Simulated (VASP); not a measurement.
# H6C3O2 in VASP: notebook, part 3 of 3

VASP 6.6.1. Earlier steps stand in the parts before.

### Step 4. Single point, PBE+D3(BJ)

INCAR reads:

```
  PREC = Accurate
  ENCUT = 1000
  EDIFF = 1E-6
  ISMEAR = -1
  SIGMA = 0.05
  LREAL = Auto
  LASPH = T
  NELM = 120
  ALGO = Normal
  ISIF = 2
  LWAVE = F
  LCHARG = T
  GGA = PE
  IVDW = 12
  LELF = T
  LVHAR = T
  NBANDS = 67
  GGA_COMPAT = F
```

KPOINTS reads:

```
regular mesh
0
Gamma
  1 1 1
```

POSCAR reads:

```
H6C3O2
1.0
    7.7969750000      0.0000000000      0.0000000000
    0.0000000000      7.7969750000      0.0000000000
    0.0000000000      0.0000000000      7.7969750000
C O H
9 6 18
Direct
    0.7933717884      0.4544967760      0.5547664319
    0.2247538308      0.3004755049      0.6279614851
    0.7902423696      0.5176879495      0.0870978809
    0.4448776609     -0.0056175632     -0.0399642169
    0.3843541886      0.1512766169      0.0665514510
    0.9496375197      0.9179842182      1.0194209934
    0.9434941115      1.0521259848      0.8771350428
    0.0916124523      0.7363240231      0.5021178085
    0.2813270531      0.8092369156      0.4951022672
    0.8591024083      0.4469682152      0.6863046245
    0.7296419445      0.4615251428      0.4160074901
    0.2779539501      0.3865088704      0.7399279849
    0.1558553157      0.2304996489      0.5156615226
    0.6518553670      0.5600633579      0.0588305080
    0.9308738325      0.4786471677      0.1205467505
    0.5712728334     -0.0373349921      0.0083237409
    0.3762228300     -0.1229322910     -0.0010773409
    0.4532911802      0.0045145714     -0.1895093931
    0.2678218155      0.2157759900      0.0053995299
    0.3590751541      0.1232529282      0.2021424976
    0.4821100491      0.2597417588      0.0595487352
    1.0297968122      0.9572173824      1.1263086005
    0.8233834275      0.8840864566      1.0817785103
    1.0207548440      0.8006823159      0.9662978270
    0.8400052584      1.0181512702      0.7811490995
    0.9146880681      1.1769820988      0.9337082651
    1.0726211127      1.0720696167      0.8136232321
   -0.0052071476      0.8247429291      0.4558819286
    0.0934849733      0.6302059453      0.4067346631
    0.0695910914      0.6832265077      0.6307574412
    0.3651929114      0.6958596122      0.5209071467
    0.3155967539      0.8368501887      0.3613067889
    0.3098124593      0.9091346323      0.5816871287
```

Potentials or basis: VASP PAW PBE potentials, release 64 (C_h, O_h, H_h).

Started as:

```sh
$ cat potpaw_PBE.64/C_h/POTCAR potpaw_PBE.64/O_h/POTCAR potpaw_PBE.64/H_h/POTCAR > POTCAR
$ mpirun -np 1 vasp_gam > vasp.out
```

OUTCAR:

```text
PREC = Accurate
   ENCUT = 1000
   EDIFF = 1E-6
   ISMEAR = -1
   LREAL = Auto
   LASPH = T
   NELM = 120
   ISIF = 2
   GGA = PE
   IVDW = 12
 IVDW          = 12

 ion  position               nearest neighbor table
   1  0.793  0.454  0.555-  10 1.15  11 1.19
   2  0.225  0.300  0.628-  13 1.16  12 1.18
   3  0.790  0.518  0.087-  14 1.15  15 1.17
   4  0.445  0.994  0.960-  16 1.08  17 1.10  18 1.17
   5  0.384  0.151  0.067-  20 1.10  21 1.14  19 1.14
   6  0.950  0.918  0.019-  22 1.09  23 1.13  24 1.15
   7  0.943  0.052  0.877-  26 1.09  25 1.13  27 1.13
   8  0.092  0.736  0.502-  28 1.08  30 1.10  29 1.11
   9  0.281  0.809  0.495-  33 1.05  32 1.10  31 1.12
  10  0.859  0.447  0.686-   1 1.15
  11  0.730  0.462  0.416-   1 1.19
  12  0.278  0.387  0.740-   2 1.18
  13  0.156  0.230  0.516-   2 1.16
  14  0.652  0.560  0.059-   3 1.15
  15  0.931  0.479  0.121-   3 1.17
[... 16 lines left out ...]
  32  0.316  0.837  0.361-   9 1.10
  33  0.310  0.909  0.582-   9 1.05

  LATTYP: Found a simple cubic cell.
 ALAT       =     7.7969750000

  Lattice vectors:

 A1 = (   7.7969750000,   0.0000000000,   0.0000000000)
[... 219 lines left out ...]
 Fermi energy:        -3.1808430971

 k-point     1 :       0.0000    0.0000    0.0000
  band No.  band energies     occupation
      1     -26.3403      2.00000
      2     -26.0314      2.00000
      3     -25.8450      2.00000
      4     -25.0310      2.00000
      5     -24.9543      2.00000
      6     -24.7753      2.00000
[... 49 lines left out ...]
     56       3.9659      0.00000
     57       4.1950      0.00000
 [bands above 57 left out]

------------------------ aborting loop because EDIFF is reached ----------------------------------------

 Edisp (eV)   -1.18735

 E8    (eV) :    -0.2739

  FORCE on cell =-STRESS in cart. coord.  units (eV):
  Direction    XX          YY          ZZ          XY          YZ          ZX
  --------------------------------------------------------------------------------------
  -------------------------------------------------------------------------------------
  Total      -1.01911    -0.91516    -4.42548    -0.73410    -0.46463     2.24722
  in kB      -3.44472    -3.09335   -14.95865    -2.48135    -1.57049     7.59589
  external pressure =       -7.17 kB  Pullay stress =        0.00 kB

 VOLUME and BASIS-vectors are now :
 -----------------------------------------------------------------------------
  energy-cutoff  :     1000.00
  volume of cell :      474.00
      direct lattice vectors                 reciprocal lattice vectors
     7.796975000  0.000000000  0.000000000     0.128254868  0.000000000  0.000000000
     0.000000000  7.796975000  0.000000000     0.000000000  0.128254868  0.000000000
     0.000000000  0.000000000  7.796975000     0.000000000  0.000000000  0.128254868

 POSITION                                       TOTAL-FORCE (eV/Angst)
 -----------------------------------------------------------------------------------
      6.18590      3.54370      4.32550        -1.467627      0.128885     -3.580537
      1.75240      2.34280      4.89620        -0.317456      1.474539      0.845010
      6.16150      4.03640      0.67910         1.660373     -0.267499      0.487611
      3.46870      7.75318      7.48537         0.107290     -0.028422     -0.185240
      2.99680      1.17950      0.51890        -0.180353      1.575940     -1.787131
      7.40430      7.15750      0.15143         0.624552     -1.374827     -0.296612
[... 25 lines left out ...]
      2.46070      6.52490      2.81710        -0.114924      0.595446      0.076841
      2.41560      7.08850      4.53540         0.183523      1.085616      0.749595
 -----------------------------------------------------------------------------------
    total drift:                                0.002483      0.000392      0.000773

  FREE ENERGIE OF THE ION-ELECTRON SYSTEM (eV)
  ---------------------------------------------------
  free  energy   TOTEN  =      -191.5967599549 eV

  energy  without entropy=     -191.5967599548  energy(sigma->0) =     -191.59675995
```

stdout:

```text
POSCAR found type information on POSCAR C O H
 POSCAR found :  3 types and      33 ions
 scaLAPACK will be used
 LDA part: xc-table for (Slater+PW92), standard interpolation
 POSCAR, INCAR and KPOINTS ok, starting setup
 FFT: planning ... GRIDC
 FFT: planning ... GRID_SOFT
 FFT: planning ... GRID
 WAVECAR not read
 entering main loop
```

It took 2.9 min on 1 thread of AMD EPYC 7R13 (Zen 3), shared host; peak memory 0.86 GiB.

What came out:

| Quantity | Value |
| --- | --- |
| Free energy | -191.5968 eV |
| Pressure | -0.7 GPa |
| Largest force | 3.872 eV/Å |
| Band gap on the k mesh | 5.60 eV |
| Dispersion energy per atom | -0.036 eV |

Forces in eV/Å, atoms in the order of the input:
```
C   -1.468  0.129 -3.581
C   -0.317  1.475  0.845
C    1.660 -0.267  0.488
C    0.107 -0.028 -0.185
C   -0.180  1.576 -1.787
C    0.625 -1.375 -0.297
C   -0.175  0.079 -0.311
C    1.902 -0.348 -0.517
C   -0.851 -2.601 -1.244
O    0.720 -0.138  1.937
O    0.471 -0.099  2.001
O    0.303 -0.586 -0.424
O    0.068 -0.736 -0.625
O   -1.974  0.514 -0.602
O    0.434 -0.242 -0.197
H    0.711  0.018 -0.276
H   -0.472  0.164 -0.497
H   -0.298  0.137  2.012
H    0.715 -0.778  0.834
H   -0.010 -0.168 -0.148
H   -0.580 -0.956  0.195
H    0.332  0.391  0.255
H    0.691  0.126 -0.845
H   -1.063  0.653  0.607
H    0.910  0.365  0.433
H   -0.312  0.256 -0.067
H   -1.000 -0.560  0.307
H   -0.290  0.434  0.299
H   -0.235  0.088  0.404
H   -0.342  0.254 -0.175
H   -0.148  0.544  0.335
H   -0.115  0.595  0.077
H    0.184  1.086  0.750
```

Levels at points of the mesh, in eV from the valence-band top:
```tsv
k point	band 43	band 44	band 45	band 46	band 47	band 48
(0.00, 0.00, 0.00)	-0.58	-0.36	0.00	5.60	6.59	6.76
```

Caveat: the k points lie up to 0.81 Å⁻¹ apart.

### Step 5. Overview

| cell | gap on the mesh (eV) | pressure (GPa) | largest force (eV/Å) |
| --- | --- | --- | --- |
| as given, atomic positions A | 6.18 | -0.1 | 0.04 |
| as given, atomic positions B | 5.58 | 0.3 | 2.84 |
| as given, atomic positions C | 5.60 | -0.7 | 3.87 |

Alike in all rows: task single point; level PBE+D3(BJ); potentials or basis VASP PAW PBE potentials, release 64 (C_h, O_h, H_h); no spin polarisation; k mesh 1 × 1 × 1; cutoff (eV) 1000; smearing fermi-dirac 0.05 eV.

Caveats: all runs use coarse meshes.

Total energies depend on the potentials used, so only differences within one code and one set of settings carry meaning.
